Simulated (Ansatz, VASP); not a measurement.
# Two plane-wave programs on GdN

```
Gd N
1.0
     0.00000    2.49220    2.49220
     2.49220    0.00000    2.49220
     2.49220    2.49220    0.00000
Gd N
1 1
Direct
  0.50000 0.50000 0.50000
  0.00000 0.00000 0.00000
```

Alike in both runs: functional PBE; k mesh 14 × 14 × 14; occupations gaussian, width 0.1 eV; collinear spin.

Ansatz relaxed the structure, and its values are those at the end. VASP's run is a single point on that final structure, the one shown.

|  | VASP | Ansatz |
| --- | --- | --- |
| version | VASP 6.6.1 | Ansatz 0.2.0 |
| potentials or method | VASP PAW PBE potentials, release 64 (Gd, N), cutoff 520 eV | scalar-relativistic, plane waves, PAW |
| valence electrons in the cell | 23 | 23 |

```csv
,VASP,Ansatz,Ansatz less VASP
gap on the k mesh at the Fermi level (eV),none,none,-
pressure (GPa),0.2,0.0,-0.30
net moment per atom (μB),3.50,3.50,+0.002
size of the moment on the site where the two differ most (μB),6.80,6.86,+0.063
```

Site moments also hang on the region over which each program counts them. A gap of «none» marks a metal or a gap that the smearing closes.

Neither program's run includes spin-orbit coupling.
